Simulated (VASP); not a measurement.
# Mo (P6/mmm) in VASP: a series of runs

The runs below take Mo through single point, with PBEsol.

Program: VASP 6.6.1. These are calculated values, not measurements. Logs are shortened: lines on timing, memory, paths and dates and some standing lists are left out, and cuts for length are marked.

## Step 1: The cell of the first run

Symmetry: P6/mmm, No. 191, hexagonal system. Conventional cell: a = 2.742 Å, b = 2.742 Å, c = 2.617 Å, α = 90.00°, β = 90.00°, γ = 120.00°. Within 3.5 Å of Mo (site symmetry 6/mmm) lie 8 Mo at 2.62 to 2.74 Å.

## Step 2: Single point, PBEsol (strain +0.000 along x and y, +0.050 along z)

INCAR

```
SYSTEM = Mo
  PREC = Accurate
  ENCUT = 520
  EDIFF = 1E-6
  ISMEAR = 0
  SIGMA = 0.15
  LREAL = .False.
  LASPH = .True.
  NELM = 60
  ALGO = Fast
  ISIF = 2
  LWAVE = .False.
  LCHARG = .True.
  GGA = PS
  LELF = .True.
  LVHAR = .True.
  NBANDS = 13
```

KPOINTS

```
regular mesh
0
Gamma
  24 24 24
  0 0 0
```

POSCAR

```
Mo
1.0
    2.7423354246      0.0000000000      0.0000000000
   -1.3711677123      2.3749321434      0.0000000000
    0.0000000000      0.0000000000      2.6166746292
Mo
1
Direct
    0.0000000000      0.0000000000      0.5000000000
```

Potentials or basis: VASP PAW PBE potentials, release 64 (Mo_sv).

The run is started by

```
$ cat potpaw_PBE.64/Mo_sv/POTCAR > POTCAR
$ mpirun -np 1 vasp_std > vasp.out
```

OUTCAR:

```text
SYSTEM = Mo
   PREC = Accurate
   ENCUT = 520
   EDIFF = 1E-6
   ISMEAR = 0
   LREAL = .False.
   LASPH = .True.
   NELM = 60
   ISIF = 2
   GGA = PS

 ion  position               nearest neighbor table
   1  0.000  0.000  0.500-

  LATTYP: Found a hexagonal cell.
 ALAT       =     2.7423354246
 C/A-ratio  =     0.9541774524

  Lattice vectors:

 A1 = (   2.7423354246,   0.0000000000,   0.0000000000)
 A2 = (  -1.3711677123,   2.3749321434,   0.0000000000)
 A3 = (   0.0000000000,   0.0000000000,   2.6166746292)

Analysis of symmetry for initial positions (statically):
=====================================================================
 Subroutine PRICEL returns:
 Original cell was already a primitive cell.

 Routine SETGRP: Setting up the symmetry group for a
 hexagonal supercell.

 Subroutine GETGRP returns: Found 24 space group operations
 (whereof 24 operations were pure point group operations)
 out of a pool of 24 trial point group operations.

The static configuration has the point symmetry D_6h.

Analysis of symmetry for dynamics (positions and initial velocities):
=====================================================================
 Subroutine PRICEL returns:
 Original cell was already a primitive cell.

 Routine SETGRP: Setting up the symmetry group for a
 hexagonal supercell.

 Subroutine GETGRP returns: Found 24 space group operations
 (whereof 24 operations were pure point group operations)
 out of a pool of 24 trial point group operations.

The dynamic configuration has the point symmetry D_6h.

 Subroutine INISYM returns: Found 24 space group operations
 (whereof 24 operations are pure point group operations),
 and found     1 'primitive' translations

----------------------------------------------------------------------------------------

                                     Primitive cell

  volume of cell :      17.0420

  direct lattice vectors                    reciprocal lattice vectors
     2.742335425  0.000000000  0.000000000     0.364652694  0.210532331  0.000000000
    -1.371167712  2.374932143  0.000000000     0.000000000  0.421064662  0.000000000
     0.000000000  0.000000000  2.616674629     0.000000000  0.000000000  0.382164442

  length of vectors
     2.742335425  2.742335425  2.616674629     0.421064662  0.421064662  0.382164442

[... 77 lines left out ...]
   NELM   =     60;   NELMIN=  2; NELMDL= -5     # of ELM steps
   EDIFF  = 0.1E-05   stopping-criterion for ELM
   LREAL  =      F    real-space projection
   EDIFFG = 0.1E-04   stopping-criterion for IOM
   NSW    =      0    number of steps for IOM
   IBRION =     -1    ionic relax: 0-MD 1-quasi-New 2-CG
   NFREE  =      0    steps in history (QN), initial steepest desc. (CG)
   ISIF   =      2    stress and relaxation
   ISYM   =      2    0-nonsym 1-usesym 2-fastsym
   POTIM  = 0.5000    time-step for ionic-motion
   TEBEG  =    0.0;   TEEND  =   0.0 temperature during run
   PSTRESS=    0.0 pullay stress
   NELECT =      14.0000    total number of electrons
   NUPDOWN=      -1.0000    fix difference up-down
   EMIN   =  10.00;   EMAX   =-10.00  energy-range for DOS
   EFERMI =   0.00;   METHOD = LEGACY
   ISMEAR =     0;   SIGMA  =   0.15  broadening in eV -4-tet -1-fermi 0-gaus
   EFERMI_NEDOS =   21; number of points for ismear=-14 and -15
   IALGO  =     68    algorithm
   IMIX   =      4    mixing-type and parameters
     AMIX     =   0.40;   BMIX     =  1.00
     AMIX_MAG =   1.60;   BMIX_MAG =  1.00
  volume/ion in A,a.u.               =      17.04       115.01
  Fermi-wavevector in a.u.,A,eV,Ry     =   1.533241  2.897405 31.984944  2.350827
  Thomas-Fermi vector in A             =   2.640335
   LORBIT       =      0    0 simple, 1 ext, 2 COOP (PROOUT), +10 PAW based schemes
   GGA     = PS    functional components
   LHFCALC =     F    Hartree Fock is set to
   AEXX    =    0.0000 exact exchange contribution
   IVDW    =     0    specifies the selected vdW correction
   LEPSILON=     F    determine dielectric tensor
   LRPA    =     F    only Hartree local field effects (RPA)
 non-spin polarized calculation
 RMM-DIIS sequential band-by-band and
 Gauss-broadening in eV      SIGMA  =   0.15
  energy-cutoff  :      520.00
  volume of cell :       17.04
 maximum number of plane-waves:       480
   NGX = 11   NGY = 11   NGZ =  9

 number of electron      14.0000002 magnetization

 Free energy of the ion-electron system (eV)
  ---------------------------------------------------
  ext. energy  EPLUGINS =         0.00000000
  ---------------------------------------------------
  free energy    TOTEN  =       -10.82916910 eV

  energy without entropy =      -10.81664639  energy(sigma->0) =      -10.82290775

 E-fermi :  11.0633     XC(G=0): -12.9568

 val. band max:       11.0615763308   @ k =   0.2500   0.2083   0.2917
 cond. band min:      11.0634708457   @ k =   0.4583   0.0417   0.0417
 fundamental gap:      0.0018945148
 Fermi energy:        11.0632905540

 k-point     1 :       0.0000    0.0000    0.0000
  band No.  band energies     occupation
      1     -49.9282      2.00000
      2     -23.3323      2.00000
      3     -23.2492      2.00000
      4     -23.2492      2.00000
      5       4.2750      2.00000
      6       6.8747      2.00000
      7      10.1803      2.00000
      8      10.1803      2.00000
      9      14.8963      0.00000
     10      14.8963      0.00000
     11      24.1342      0.00000
     12      25.9545      0.00000
     13      31.4889      0.00000
[... 354 lines left out ...]
  band No.  band energies     occupation
      1     -49.7094      2.00000
      2     -24.5809      2.00000
      3     -23.5756      2.00000
      4     -23.1760      2.00000
      5       6.2794      2.00000
      6       8.0901      2.00000
      7      11.7168      0.00000
      8      11.9186      0.00000
      9      14.1704      0.00000
     10      15.5117      0.00000
     11      20.9985      0.00000
     12      24.2810      0.00000
     13      27.4633      0.00000

 [... further k-points ...]
[... 5 lines left out ...]
  --------------------------------------------------------------------------------------
  -------------------------------------------------------------------------------------
  Total       -0.4495876     -0.4495876     -1.8959133      0.0000000      0.0000000      0.0000000
  in kB      -42.2671887    -42.2671887   -178.2409801      0.0000000      0.0000000      0.0000000
  external PRESSURE =     -87.5917858 kB  Pullay stress =       0.0000000 kB

 VOLUME and BASIS-vectors are now :
 -----------------------------------------------------------------------------
  energy-cutoff  :      520.00
  volume of cell :       17.04
      direct lattice vectors                 reciprocal lattice vectors
     2.742335425  0.000000000  0.000000000     0.364652694  0.210532331  0.000000000
    -1.371167712  2.374932143  0.000000000     0.000000000  0.421064662  0.000000000
     0.000000000  0.000000000  2.616674629     0.000000000  0.000000000  0.382164442

 POSITION                                       TOTAL-FORCE (eV/Angst)
 -----------------------------------------------------------------------------------
      0.00000      0.00000      1.30834         0.000000      0.000000      0.000000
 -----------------------------------------------------------------------------------
    total drift:                               -0.000000      0.000000     -0.000000

  FREE ENERGIE OF THE ION-ELECTRON SYSTEM (eV)
  ---------------------------------------------------
  free  energy   TOTEN  =       -10.8291690988 eV

  energy  without entropy=      -10.8166463917  energy(sigma->0) =      -10.82290775
```

stdout:

```text
POSCAR found type information on POSCAR Mo
 POSCAR found :  1 types and       1 ions
 scaLAPACK will be used
 -----------------------------------------------------------------------------
|                                                                             |
|                                                                             |
|     You enforced a specific xc type in the INCAR file but a different       |
|     I HOPE YOU KNOW WHAT YOU ARE DOING!                                     |
|                                                                             |
 -----------------------------------------------------------------------------

 LDA part: xc-table for (Slater+PW92), standard interpolation
 POSCAR, INCAR and KPOINTS ok, starting setup
 FFT: planning ... GRIDC
 FFT: planning ... GRID_SOFT
 FFT: planning ... GRID
 WAVECAR not read
 entering main loop
```

Wall time 73 s (1 thread of Intel Xeon Platinum 8375C at 2.90GHz (Ice Lake), shared host); peak memory 0.26 GiB.

What came out:

| Item | Value |
| --- | --- |
| Free energy | -10.8292 eV |
| Pressure | -8.8 GPa |
| Band gap on the k mesh | zero (band 7 reaches 11.87 eV, above the bottom of band 8 at 10.18 eV) |

Stress tensor (GPa, compression positive):
```
 -4.23   0.00   0.00
  0.00  -4.23   0.00
  0.00   0.00 -17.82
```

Caveat: the cell differs from its parent crystal (strain +0.000 along x and y, +0.050 along z); the PAW data sets were made with another functional, which shifts forces and pressure a little.

## Step 3: Single point, PBEsol (strain +0.025 along x and y, +0.000 along z)

INCAR

```
SYSTEM = Mo
PREC     = Accurate       ! precision mode
ENCUT    = 520            ! plane-wave cutoff, eV
EDIFF    = 1E-7           ! SCF threshold, eV
ISMEAR   = 0              ! smearing method
SIGMA    = 0.15           ! smearing width, eV
LREAL    = .FALSE.        ! projectors in reciprocal space
LASPH    = .TRUE.         ! aspherical terms in the spheres
NELM     = 60             ! most SCF steps
ALGO     = Fast           ! electronic algorithm
ISIF     = 2              ! what is computed and relaxed
LWAVE    = .FALSE.        ! write WAVECAR
LCHARG   = .FALSE.        ! write CHGCAR
GGA      = PS             ! functional
NBANDS   = 13             ! bands
```

KPOINTS

```
regular mesh
0
G
  24 24 24
  0 0 0
```

POSCAR

```
Mo
1.0
    2.8108938102      0.0000000000      0.0000000000
   -1.4054469051      2.4343054470      0.0000000000
    0.0000000000      0.0000000000      2.4920710754
Mo
1
Direct
    0.0000000000      0.0000000000      0.5000000000
```

Potentials or basis: VASP PAW PBE potentials, release 64 (Mo_sv).

The run is started by

```
$ cat potpaw_PBE.64/Mo_sv/POTCAR > POTCAR
$ mpirun -np 1 vasp_std > vasp.out
```

OUTCAR:

```text
SYSTEM = Mo
   PREC = Accurate
   ENCUT = 520
   EDIFF = 1E-7
   ISMEAR = 0
   LREAL = .FALSE.
   LASPH = .TRUE.
   NELM = 60
   ISIF = 2
   GGA = PS

 ion  position               nearest neighbor table
   1  0.000  0.000  0.500-

  LATTYP: Found a hexagonal cell.
 ALAT       =     2.8108938102
 C/A-ratio  =     0.8865760301

  Lattice vectors:

 A1 = (   2.8108938102,   0.0000000000,   0.0000000000)
 A2 = (  -1.4054469051,   2.4343054470,   0.0000000000)
 A3 = (   0.0000000000,   0.0000000000,   2.4920710754)

[... 556 lines left out ...]
      6       7.5870      2.00000
      7      11.5486      0.00000
      8      12.6388      0.00000
      9      14.5695      0.00000
     10      14.9592      0.00000
     11      20.2111      0.00000
     12      23.4837      0.00000
     13      28.2717      0.00000

 [... further k-points ...]
[... 5 lines left out ...]
  --------------------------------------------------------------------------------------
  -------------------------------------------------------------------------------------
  Total       -1.1850600     -1.1850600     -0.5879002      0.0000000      0.0000000      0.0000000
  in kB     -111.3450684   -111.3450684    -55.2375312      0.0000000      0.0000000      0.0000000
  external PRESSURE =     -92.6425560 kB  Pullay stress =       0.0000000 kB

 VOLUME and BASIS-vectors are now :
 -----------------------------------------------------------------------------
  energy-cutoff  :      520.00
  volume of cell :       17.05
      direct lattice vectors                 reciprocal lattice vectors
     2.810893810  0.000000000  0.000000000     0.355758726  0.205397396  0.000000000
    -1.405446905  2.434305447  0.000000000     0.000000000  0.410794792  0.000000000
     0.000000000  0.000000000  2.492071075     0.000000000  0.000000000  0.401272664

 POSITION                                       TOTAL-FORCE (eV/Angst)
 -----------------------------------------------------------------------------------
      0.00000      0.00000      1.24604         0.000000      0.000000      0.000000
 -----------------------------------------------------------------------------------
    total drift:                               -0.000000     -0.000000     -0.000000

  FREE ENERGIE OF THE ION-ELECTRON SYSTEM (eV)
  ---------------------------------------------------
  free  energy   TOTEN  =       -10.8506839697 eV

  energy  without entropy=      -10.8390993136  energy(sigma->0) =      -10.84489164
```

stdout:

```text
POSCAR found type information on POSCAR Mo
 POSCAR found :  1 types and       1 ions
 scaLAPACK will be used
 -----------------------------------------------------------------------------
|                                                                             |
|                                                                             |
|     You enforced a specific xc type in the INCAR file but a different       |
|     I HOPE YOU KNOW WHAT YOU ARE DOING!                                     |
|                                                                             |
 -----------------------------------------------------------------------------

 LDA part: xc-table for (Slater+PW92), standard interpolation
 POSCAR, INCAR and KPOINTS ok, starting setup
 FFT: planning ... GRIDC
 FFT: planning ... GRID_SOFT
 FFT: planning ... GRID
 WAVECAR not read
 entering main loop
WARNING in EDDRMM: call to ZHEGV failed, returncode =   8  4     13
```

It took 83 s on 1 thread of Intel Xeon Platinum 8375C at 2.90GHz (Ice Lake), shared host; peak memory 0.27 GiB.

What came out:

* Free energy: -10.8507 eV
* Pressure: -9.3 GPa
* Band gap on the k mesh: zero (band 7 reaches 11.71 eV, above the bottom of band 8 at 10.04 eV)

Stress tensor (GPa, compression positive):
```
-11.13   0.00   0.00
  0.00 -11.13   0.00
  0.00   0.00  -5.52
```

Levels at points of the mesh, in eV from the Fermi level:
| k point | band 3 | band 4 | band 5 | band 6 | band 7 | band 8 | band 9 | band 10 | band 11 | band 12 |
| --- | --- | --- | --- | --- | --- | --- | --- | --- | --- | --- |
| (0.00, 0.00, 0.00) | -34.32 | -33.93 | -6.62 | -4.20 | -0.85 | -0.85 | 4.25 | 4.25 | 12.68 | 16.97 |
| (0.50, 0.00, 0.00) | -34.57 | -33.82 | -4.62 | -3.30 | 0.82 | 1.73 | 3.71 | 3.97 | 9.32 | 12.71 |
| (0.00, 0.00, 0.50) | -34.11 | -34.11 | -3.23 | 0.16 | 0.16 | 0.30 | 0.30 | 0.49 | 10.95 | 16.28 |
| (0.50, 0.00, 0.50) | -35.11 | -34.35 | -5.14 | -2.80 | -0.82 | 4.43 | 6.18 | 6.61 | 7.09 | 16.28 |

Caveat: the cell differs from its parent crystal (strain +0.025 along x and y, +0.000 along z); the PAW data sets were made with another functional, which shifts forces and pressure a little.

## Step 4: Single point, PBEsol (strain +0.050 along x and y, -0.025 along z)

INCAR

```
PREC = Accurate
ENCUT = 520
EDIFF = 1E-6
ISMEAR = 0
SIGMA = 0.15
LREAL = False
LASPH = True
NELM = 100
ALGO = Fast
ISIF = 2
LWAVE = False
LCHARG = False
GGA = PS
NBANDS = 13
```

KPOINTS

```
regular mesh
0
Gamma
  24 24 24
```

POSCAR

```
Mo
1.0
    2.8794521958      0.0000000000      0.0000000000
   -1.4397260979      2.4936787506      0.0000000000
    0.0000000000      0.0000000000      2.4297692985
Mo
1
Direct
    0.0000000000      0.0000000000      0.5000000000
```

The run is started by

```
$ cat potpaw_PBE.64/Mo_sv/POTCAR > POTCAR
$ mpirun -np 1 vasp_std > vasp.out
```

It took 63 s on 1 thread of Intel Xeon Platinum 8375C at 2.90GHz (Ice Lake), shared host; peak memory 0.27 GiB.

It converged, with:

* Free energy: -10.7882 eV
* Pressure: -11.7 GPa
* Band gap on the k mesh: zero (band 7 reaches 11.11 eV, above the bottom of band 8 at 9.63 eV)

Stress tensor (GPa, compression positive):
```
-16.62   0.00   0.00
  0.00 -16.62   0.00
  0.00   0.00  -1.84
```

Levels at points of the mesh, in eV from the Fermi level:
| k point | band 5 | band 6 | band 7 | band 8 | band 9 | band 10 |
| --- | --- | --- | --- | --- | --- | --- |
| (0.00, 0.00, 0.00) | -6.45 | -4.18 | -0.86 | -0.86 | 4.46 | 4.46 |
| (0.50, 0.00, 0.00) | -4.41 | -3.48 | 0.63 | 2.41 | 3.55 | 4.01 |
| (0.00, 0.00, 0.50) | -2.74 | -0.18 | -0.18 | 0.35 | 0.35 | 0.95 |
| (0.50, 0.00, 0.50) | -5.01 | -2.30 | -1.18 | 4.15 | 6.30 | 6.85 |

Caveat: the cell differs from its parent crystal (strain +0.050 along x and y, -0.025 along z); the PAW data sets were made with another functional, which shifts forces and pressure a little.

(Continued in part 2 of 2.)
